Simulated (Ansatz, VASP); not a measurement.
One calculation of ZnS, two programs

File POSCAR:

```
ZnS
1.0
    3.8057964671      0.0000000000      0.0000000000
   -1.9028982335      3.2959164221      0.0000000000
    0.0000000000      0.0000000000      6.2379816300
Zn S
2 2
Direct
    0.3333333300      0.6666666700      0.0001396800
    0.6666666700      0.3333333300      0.5001396800
    0.3333333300      0.6666666700      0.3748603200
    0.6666666700      0.3333333300      0.8748603200
```

The input INCAR.step1:

```
SYSTEM = ZnS
PREC     = Accurate       ! precision mode
ENCUT    = 600            ! plane-wave cutoff, eV
ISMEAR   = 0              ! smearing method
SIGMA    = 0.02           ! smearing width, eV
LREAL    = .False.        ! projectors in reciprocal space
LASPH    = .True.         ! aspherical terms in the spheres
NELM     = 60             ! most SCF steps
GGA      = PE             ! functional
ALGO     = Normal         ! electronic algorithm
EDIFF    = 1E-4           ! SCF threshold, eV
LWAVE    = .True.         ! write WAVECAR
LCHARG   = .False.        ! write CHGCAR
```

File INCAR.step2:

```
SYSTEM = ZnS
PREC     = Accurate       ! precision mode
ENCUT    = 600            ! plane-wave cutoff, eV
EDIFF    = 1E-7           ! SCF threshold, eV
ISMEAR   = 0              ! smearing method
SIGMA    = 0.02           ! smearing width, eV
LREAL    = .False.        ! projectors in reciprocal space
LASPH    = .True.         ! aspherical terms in the spheres
NELM     = 60             ! most SCF steps
ALGO     = Normal         ! electronic algorithm
ISIF     = 3              ! what is computed and relaxed
LWAVE    = .False.        ! write WAVECAR
LCHARG   = .False.        ! write CHGCAR
METAGGA  = R2SCAN         ! meta-GGA
LMIXTAU  = .True.       
IBRION   = 2              ! ionic algorithm
NSW      = 100            ! ionic steps
EDIFFG   = -0.005         ! ionic threshold
ISTART   = 1
```

KPOINTS

```
regular mesh
0
Gamma
  6 6 4
  0 0 0
```

Input for Ansatz:

```yaml
crystal:
  lattice:
    - [3.8057964671, 0.0, 0.0]
    - [-1.9028982335, 3.2959164221, 0.0]
    - [0.0, 0.0, 6.23798163]
  atoms:
    - { symbol: Zn, position: [0.33333333, 0.66666667, 0.00013968] }
    - { symbol: Zn, position: [0.66666667, 0.33333333, 0.50013968] }
    - { symbol: S, position: [0.33333333, 0.66666667, 0.37486032] }
    - { symbol: S, position: [0.66666667, 0.33333333, 0.87486032] }
basis:
  ecutwfc: 500
kpoints:
  mp_grid: { grid: [6, 6, 4] }
hamiltonian:
  xc: r2scan
scf:
  occupations: { method: gaussian, width: 0.02 }
output:
  forces: true
  stress: true
  eigenvalues: true
  write_density: true
  write_potential: true
  elf: true
  volumetric_format: npy
relax:
  adjacent_minimum: "off"
  f_tol: 0.005
  max_steps: 80
  cell: { stress_tol: 0.05 }
```

Alike in both runs: task relaxation of cell and atoms; functional r2SCAN; k mesh 6 × 6 × 4; occupations gaussian, width 0.02 eV; no spin polarisation.

```csv
,VASP,Ansatz
version,VASP 6.6.1,Ansatz 0.2.0
potentials or method,"VASP PAW PBE potentials, release 64 (Zn, S), cutoff 600 eV","scalar-relativistic, plane waves, PAW"
valence electrons in the cell,36,36
```

Ansatz gave:

| Property | Result |
| --- | --- |
| gap on the k mesh at the Fermi level, each at its own relaxed structure (eV) | 2.78 |
| relaxed volume (Å³/atom) | 19.59 |
| relaxed length of the cell vector where the two differ most in proportion (Å) | 3.807 |

**Question.** Estimate VASP's values.

**Answer.** gap on the k mesh at the Fermi level, each at its own relaxed structure (eV): 2.79; relaxed volume (Å³/atom): 19.60; relaxed length of the cell vector where the two differ most in proportion (Å): 3.808.

VASP's potentials were made for PBE, not for r2SCAN.
